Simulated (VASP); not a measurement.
# Pd (Im-3m) in VASP: further runs

Pd is run at these levels: r2SCAN; tasks: single point.

Everything below comes from runs of VASP 6.6.1. Logs are shortened: lines on timing, memory, paths and dates and some standing lists are left out, and cuts for length are marked.

**1. The cell of the first run**

It takes space group Im-3m (No. 229, cubic). The conventional cell has a = 3.110 Å, b = 3.110 Å, c = 3.110 Å, α = 90.00°, β = 90.00°, γ = 90.00°. Pd (site symmetry m-3m) has 14 Pd at 2.69 to 3.11 Å within 3.6 Å.

This isn't the form of Pd at room conditions, which is fcc.

**2. Single point, r2SCAN, collinear spin (15.05 Å³/atom)**

The input, POSCAR:

```
Pd
1.0
   -1.5552217449      1.5552217449      1.5552217449
    1.5552217449     -1.5552217449      1.5552217449
    1.5552217449      1.5552217449     -1.5552217449
Pd
1
Direct
    0.0000000000      0.0000000000      0.0000000000
```

The input, INCAR.step1:

```
SYSTEM = Pd
PREC = Accurate ; ENCUT = 520
ISMEAR = -1 ; SIGMA = 0.05
LREAL = .False. ; LASPH = .True.
NELM = 150 ; ISPIN = 2
MAGMOM = 0.5 ; LMAXMIX = 4
NBANDS = 15 ; GGA = PE
ALGO = Normal ; EDIFF = 1E-4
LWAVE = .True. ; LCHARG = .False.
```

The input, INCAR.step2:

```
SYSTEM = Pd
PREC = Accurate ; ENCUT = 520
EDIFF = 1E-6 ; ISMEAR = -1
SIGMA = 0.05 ; LREAL = .False.
LASPH = .True. ; NELM = 150
ALGO = Normal ; ISIF = 2
LWAVE = .False. ; LCHARG = .True.
ISPIN = 2 ; MAGMOM = 0.5
LORBIT = 11 ; LMAXMIX = 4
METAGGA = R2SCAN ; LMIXTAU = .True.
LELF = .True. ; LVHAR = .True.
NBANDS = 15 ; ISTART = 1
```

The input, KPOINTS:

```
Automatic mesh
0
Gamma
  16 16 16
  0 0 0
```

Potentials or basis: VASP PAW PBE potentials, release 64 (Pd).

On the command line:

```console
> cat potpaw_PBE.64/Pd/POTCAR > POTCAR
> cp INCAR.step1 INCAR
> mpirun -np 1 vasp_std > vasp.out
> cp INCAR.step2 INCAR
> mpirun -np 1 vasp_std > vasp.out
```

OUTCAR:

```text
SYSTEM = Pd
   PREC = Accurate
   ENCUT = 520
   EDIFF = 1E-6
   ISMEAR = -1
   LREAL = .False.
   LASPH = .True.
   NELM = 150
   ISIF = 2
   ISPIN = 2
   LORBIT = 11
   METAGGA = R2SCAN
   ISTART = 1

 ion  position               nearest neighbor table
   1  0.000  0.000  0.000-

  LATTYP: Found a body centered cubic cell.
 ALAT       =     3.1104434898

  Lattice vectors:

 A1 = (  -1.5552217449,   1.5552217449,   1.5552217449)
 A2 = (   1.5552217449,  -1.5552217449,   1.5552217449)
 A3 = (   1.5552217449,   1.5552217449,  -1.5552217449)

Analysis of symmetry for initial positions (statically):
=====================================================================
 Subroutine PRICEL returns:
 Original cell was already a primitive cell.

 Routine SETGRP: Setting up the symmetry group for a
 body centered cubic supercell.

 Subroutine GETGRP returns: Found 48 space group operations
 (whereof 48 operations were pure point group operations)
 out of a pool of 48 trial point group operations.

The static configuration has the point symmetry O_h .

Analysis of symmetry for dynamics (positions and initial velocities):
=====================================================================
 Subroutine PRICEL returns:
 Original cell was already a primitive cell.

 Routine SETGRP: Setting up the symmetry group for a
 body centered cubic supercell.

 Subroutine GETGRP returns: Found 48 space group operations
 (whereof 48 operations were pure point group operations)
 out of a pool of 48 trial point group operations.

The dynamic configuration has the point symmetry O_h .

Analysis of structural, dynamic, and magnetic symmetry:
=====================================================================
 Subroutine PRICEL returns:
 Original cell was already a primitive cell.

 Routine SETGRP: Setting up the symmetry group for a
 body centered cubic supercell.

 Subroutine GETGRP returns: Found 48 space group operations
 (whereof 48 operations were pure point group operations)
 out of a pool of 48 trial point group operations.

The overall configuration has the point symmetry O_h .

 Subroutine INISYM returns: Found 48 space group operations
 (whereof 48 operations are pure point group operations),
 and found     1 'primitive' translations

----------------------------------------------------------------------------------------

                                     Primitive cell

  volume of cell :      15.0466

  direct lattice vectors                    reciprocal lattice vectors
    -1.555221745  1.555221745  1.555221745     0.000000000  0.321497562  0.321497562
     1.555221745 -1.555221745  1.555221745     0.321497562  0.000000000  0.321497562
     1.555221745  1.555221745 -1.555221745     0.321497562  0.321497562  0.000000000

  length of vectors
     2.693723079  2.693723079  2.693723079     0.454666213  0.454666213  0.454666213

  position of ions in fractional coordinates (direct lattice)
     0.000000000  0.000000000  0.000000000

  ion indices of the primitive-cell ions
   primitive index   ion index
                 1           1

----------------------------------------------------------------------------------------

 KPOINTS: Automatic mesh

Automatic generation of k-mesh.
 Grid dimensions read from file:
 generate k-points for:   16   16   16

 Generating k-lattice:

  Cartesian coordinates                     Fractional coordinates (reciprocal lattice)
     0.000000000  0.020093598  0.020093598     0.062500000  0.000000000  0.000000000
     0.020093598  0.000000000  0.020093598     0.000000000  0.062500000  0.000000000
     0.020093598  0.020093598  0.000000000     0.000000000  0.000000000  0.062500000

  Length of vectors
     0.028416638  0.028416638  0.028416638

  Shift w.r.t. Gamma in fractional coordinates (k-lattice)
     0.000000000  0.000000000  0.000000000

 Subroutine IBZKPT returns following result:
 ===========================================

 Found    145 irreducible k-points:

 Following reciprocal coordinates:
            Coordinates               Weight
  0.000000  0.000000  0.000000      1.000000
  0.062500  0.000000  0.000000     12.000000
  0.125000  0.000000  0.000000     12.000000
  0.187500  0.000000  0.000000     12.000000
  0.250000  0.000000  0.000000     12.000000
  0.312500  0.000000  0.000000     12.000000
[... 16 lines left out ...]
  0.187500  0.187500  0.000000     24.000000
  0.250000  0.187500  0.000000     48.000000
 [... further k-points ...]
   k-points           NKPTS =    145   k-points in BZ     NKDIM =    145   number of bands    NBANDS=     15
   number of dos      NEDOS =    301   number of ions     NIONS =      1
   total plane-waves  NPLWV =   8000
   dimension x,y,z NGX =    20 NGY =   20 NGZ =   20
   dimension x,y,z NGXF=    40 NGYF=   40 NGZF=   40
   ions per type =               1
   NGX,Y,Z   is equivalent  to a cutoff of  12.34, 12.34, 12.34 a.u.
   NGXF,Y,Z  is equivalent  to a cutoff of  24.69, 24.69, 24.69 a.u.
 SYSTEM =  Pd
   PREC   = accura    normal or accurate (medium, high low for compatibility)
   ISTART =      1    job   : 0-new  1-cont  2-samecut
   ICHARG =      0    charge: 1-file 2-atom 10-const
   ISPIN  =      2    spin polarized calculation?
   LNONCOLLINEAR =      F non collinear calculations
   LSORBIT =      F    spin-orbit coupling
   LASPH  =      T    aspherical Exc in radial PAW
   ENCUT  =  520.0 eV  38.22 Ry    6.18 a.u.   5.01  5.01  5.01*2*pi/ulx,y,z
   NELM   =    150;   NELMIN=  2; NELMDL=  0     # of ELM steps
   EDIFF  = 0.1E-05   stopping-criterion for ELM
   LREAL  =      F    real-space projection
   EDIFFG = 0.1E-04   stopping-criterion for IOM
   NSW    =      0    number of steps for IOM
   IBRION =     -1    ionic relax: 0-MD 1-quasi-New 2-CG
   NFREE  =      0    steps in history (QN), initial steepest desc. (CG)
   ISIF   =      2    stress and relaxation
   ISYM   =      2    0-nonsym 1-usesym 2-fastsym
   POTIM  = 0.5000    time-step for ionic-motion
   TEBEG  =    0.0;   TEEND  =   0.0 temperature during run
   PSTRESS=    0.0 pullay stress
   NELECT =      10.0000    total number of electrons
   NUPDOWN=      -1.0000    fix difference up-down
   EMIN   =  10.00;   EMAX   =-10.00  energy-range for DOS
   EFERMI =   0.00;   METHOD = LEGACY
   ISMEAR =    -1;   SIGMA  =   0.05  broadening in eV -4-tet -1-fermi 0-gaus
   EFERMI_NEDOS =   21; number of points for ismear=-14 and -15
   IALGO  =     38    algorithm
   IMIX   =      4    mixing-type and parameters
     AMIX     =   0.40;   BMIX     =  1.00
     AMIX_MAG =   1.60;   BMIX_MAG =  1.00
  volume/ion in A,a.u.               =      15.05       101.54
  Fermi-wavevector in a.u.,A,eV,Ry     =   1.428661  2.699778 27.770473  2.041072
  Thomas-Fermi vector in A             =   2.548699
   LORBIT       =     11    0 simple, 1 ext, 2 COOP (PROOUT), +10 PAW based schemes
   METAGGA = R2SCAN    functional components
   LHFCALC =     F    Hartree Fock is set to
   AEXX    =    0.0000 exact exchange contribution
   IVDW    =     0    specifies the selected vdW correction
   LEPSILON=     F    determine dielectric tensor
   LRPA    =     F    only Hartree local field effects (RPA)
 spin polarized calculation
  energy-cutoff  :      520.00
  volume of cell :       15.05
 maximum number of plane-waves:       420
   NGX =  9   NGY =  9   NGZ =  9

 number of electron      10.0000004 magnetization      -0.0003044

 Free energy of the ion-electron system (eV)
  ---------------------------------------------------
  ext. energy  EPLUGINS =         0.00000000
  ---------------------------------------------------
  free energy    TOTEN  =       -22.91003044 eV

  energy without entropy =      -22.89970125  energy(sigma->0) =      -22.90486584

 E-fermi :   9.3201     XC(G=0): -13.9640

 val. band max:        9.3132166591   @ k =  -0.3750   0.4375   0.1250
 cond. band min:       9.3412196213   @ k =   0.5000   0.5000   0.4375
 fundamental gap:      0.0280029621
 Fermi energy:         9.3201441696

 spin component 1

 k-point     1 :       0.0000    0.0000    0.0000
  band No.  band energies     occupation
      1       2.2728      1.00000
      2       6.3375      1.00000
      3       6.3375      1.00000
      4       6.3376      1.00000
      5       8.2836      1.00000
      6       8.2836      1.00000
      7      29.5979      0.00000
      8      29.5979      0.00000
      9      29.5979      0.00000
     10      31.9839      0.00000
     11      38.1822      0.00000
     12      38.1822      0.00000
     13      39.4729      0.00000
     14      39.4729      0.00000
     15      39.4729      0.00000

 k-point     2 :       0.0625    0.0000    0.0000
  band No.  band energies     occupation
      1       2.4258      1.00000
      2       6.2866      1.00000
      3       6.3404      1.00000
      4       6.4457      1.00000
      5       8.2239      1.00000
      6       8.2873      1.00000
      7      29.4914      0.00000
      8      29.6183      0.00000
      9      29.7774      0.00000
     10      31.9797      0.00000
     11      36.7063      0.00000
     12      37.4349      0.00000
     13      38.7360      0.00000
     14      39.5505      0.00000
     15      41.1022      0.00000
[... 365 lines left out ...]
      3       6.1398      1.00000
      4       7.8510      1.00000
      5       8.5451      1.00000
      6       9.6863      0.00066
      7      24.3393      0.00000
      8      24.7062      0.00000
      9      29.1552      0.00000
     10      32.0229      0.00000
     11      32.1335      0.00000
     12      36.5918      0.00000
     13      39.0644      0.00000
     14      42.3923      0.00000
     15      42.7540      0.00000

 k-point    24 :       0.2500    0.1875    0.0000
  band No.  band energies     occupation
      1       4.8159      1.00000
      2       5.5733      1.00000
      3       6.5689      1.00000
      4       7.9584      1.00000
      5       8.6429      1.00000
      6      10.9875      0.00000
      7      21.9883      0.00000
      8      23.6799      0.00000
      9      28.1919      0.00000
     10      32.0106      0.00000
     11      32.7278      0.00000
     12      36.8026      0.00000
     13      39.7295      0.00000
     14      42.4607      0.00000
     15      42.8381      0.00000

 [... further k-points ...]

 spin component 2

 k-point     1 :       0.0000    0.0000    0.0000
  band No.  band energies     occupation
      1       2.2729      1.00000
      2       6.3371      1.00000
      3       6.3371      1.00000
      4       6.3371      1.00000
      5       8.2834      1.00000
      6       8.2834      1.00000
      7      29.5979      0.00000
      8      29.5979      0.00000
      9      29.5979      0.00000
     10      31.9831      0.00000
     11      38.1822      0.00000
     12      38.1822      0.00000
     13      39.4728      0.00000
     14      39.4728      0.00000
     15      39.4728      0.00000

 k-point     2 :       0.0625    0.0000    0.0000
  band No.  band energies     occupation
      1       2.4258      1.00000
      2       6.2862      1.00000
      3       6.3400      1.00000
      4       6.4452      1.00000
      5       8.2238      1.00000
      6       8.2871      1.00000
      7      29.4914      0.00000
      8      29.6183      0.00000
      9      29.7774      0.00000
     10      31.9788      0.00000
     11      36.7063      0.00000
     12      37.4349      0.00000
     13      38.7359      0.00000
     14      39.5504      0.00000
     15      41.1020      0.00000
[... 365 lines left out ...]
      3       6.1395      1.00000
      4       7.8508      1.00000
      5       8.5448      1.00000
      6       9.6860      0.00066
      7      24.3392      0.00000
      8      24.7061      0.00000
      9      29.1552      0.00000
     10      32.0221      0.00000
     11      32.1334      0.00000
     12      36.5918      0.00000
     13      39.0643      0.00000
     14      42.3921      0.00000
     15      42.7537      0.00000

 k-point    24 :       0.2500    0.1875    0.0000
  band No.  band energies     occupation
      1       4.8156      1.00000
      2       5.5730      1.00000
      3       6.5687      1.00000
      4       7.9581      1.00000
      5       8.6426      1.00000
      6      10.9873      0.00000
      7      21.9882      0.00000
      8      23.6799      0.00000
      9      28.1919      0.00000
     10      32.0098      0.00000
     11      32.7278      0.00000
     12      36.8026      0.00000
     13      39.7294      0.00000
     14      42.4606      0.00000
     15      42.8377      0.00000

 [... further k-points ...]
[... 5 lines left out ...]
  --------------------------------------------------------------------------------------
  -------------------------------------------------------------------------------------
  Total        0.0595990      0.0595990      0.0595990      0.0000000      0.0000000      0.0000000
  in kB        6.3461793      6.3461793      6.3461793      0.0000000      0.0000000      0.0000000
  external PRESSURE =       6.3461793 kB  Pullay stress =       0.0000000 kB

 VOLUME and BASIS-vectors are now :
 -----------------------------------------------------------------------------
  energy-cutoff  :      520.00
  volume of cell :       15.05
      direct lattice vectors                 reciprocal lattice vectors
    -1.555221745  1.555221745  1.555221745     0.000000000  0.321497562  0.321497562
     1.555221745 -1.555221745  1.555221745     0.321497562  0.000000000  0.321497562
     1.555221745  1.555221745 -1.555221745     0.321497562  0.321497562  0.000000000

 POSITION                                       TOTAL-FORCE (eV/Angst)
 -----------------------------------------------------------------------------------
      0.00000      0.00000      0.00000         0.000000      0.000000      0.000000
 -----------------------------------------------------------------------------------
    total drift:                                0.000000     -0.000000      0.000000

  FREE ENERGIE OF THE ION-ELECTRON SYSTEM (eV)
  ---------------------------------------------------
  free  energy   TOTEN  =       -22.9100304417 eV

  energy  without entropy=      -22.8997012478  energy(sigma->0) =      -22.90486584

 total charge

# of ion       s       p       d       tot
------------------------------------------
    1        0.500   0.429   8.522   9.452

 magnetization (x)

# of ion       s       p       d       tot
------------------------------------------
    1        0.000   0.000  -0.000  -0.000
```

Run time: 1.8 min. Hardware: 1 thread of AMD EPYC 9R45 (Zen 5), shared host; peak memory 0.14 GiB.

Results:

```yaml
Free_energy: -22.9100 eV
Pressure: 0.6 GPa
Band_gap_on_the_k_mesh: zero (filled and empty bands overlap)
Net_moment: 0.00 μB per cell
Valence_electrons_inside_the_program's_atomic_spheres: Pd 9.45
```

Levels at points of the mesh, in eV from the Fermi level:
Spin up:
```csv
k point,band 2,band 3,band 4,band 5,band 6,band 7,band 8,band 9
"(0.00, 0.00, 0.00)",-2.98,-2.98,-2.98,-1.04,-1.04,20.28,20.28,20.28
"(0.50, 0.00, 0.00)",-4.19,-1.09,-0.80,0.59,1.69,8.18,15.86,18.54
"(0.50, 0.50, 0.50)",-5.30,0.20,0.20,0.20,9.71,9.71,9.71,18.17
```
Spin down:
| k point | band 2 | band 3 | band 4 | band 5 | band 6 | band 7 | band 8 | band 9 |
| --- | --- | --- | --- | --- | --- | --- | --- | --- |
| (0.00, 0.00, 0.00) | -2.98 | -2.98 | -2.98 | -1.04 | -1.04 | 20.28 | 20.28 | 20.28 |
| (0.50, 0.00, 0.00) | -4.19 | -1.09 | -0.80 | 0.59 | 1.69 | 8.18 | 15.86 | 18.54 |
| (0.50, 0.50, 0.50) | -5.30 | 0.20 | 0.20 | 0.20 | 9.71 | 9.71 | 9.71 | 18.17 |

Caveat: the PAW data sets were made with another functional, which shifts forces and pressure a little.

[end of part 1 of 2]

The gap in the log of VASP goes by the Fermi energy; the results here count the filled bands.